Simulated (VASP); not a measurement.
BN:

```
N B
1.0
     0.00000    3.54131    2.19460
     1.26810    0.00000    2.19460
     1.26810    3.54131    0.00000
N B
1 1
Cartesian
  1.2681 3.5413 2.9261
  1.2681 3.5413 0.0002
```

Base run:

| Property | Result |
| --- | --- |
| Program | VASP 6.6.1 |
| Functional | PBEsol |
| Potentials or basis | VASP PAW PBE potentials, release 64 (N, B) |
| Cutoff | 520 eV |
| k mesh | 13 × 13 × 13 |
| Occupations | fermi-dirac, width 0.05 eV |
| Spin | no spin polarisation |

Its results: band gap on the k mesh 3.77 eV (least direct gap 4.50 eV); pressure -7.7 GPa; largest force 0.008 eV/Å.

**Question.** The run is repeated on the same cell with these changes: functional from PBEsol to LDA; potentials or basis from VASP PAW PBE potentials, release 64 (N, B) to VASP PAW LDA potentials, release 64 (N, B). What comes out?

**Answer.** Band gap on the k mesh 3.67 eV (least direct gap 4.41 eV); pressure -12.0 GPa; largest force 0.009 eV/Å.

Caveats: the stress differs along the axes, from -11 to -0 GPa (at least some runs); the PAW data sets were made with another functional, which shifts forces and pressure a little (at least some runs); the stress differs along the axes, from -17 to -1 GPa (at least some runs).

A k mesh can miss the band edges.
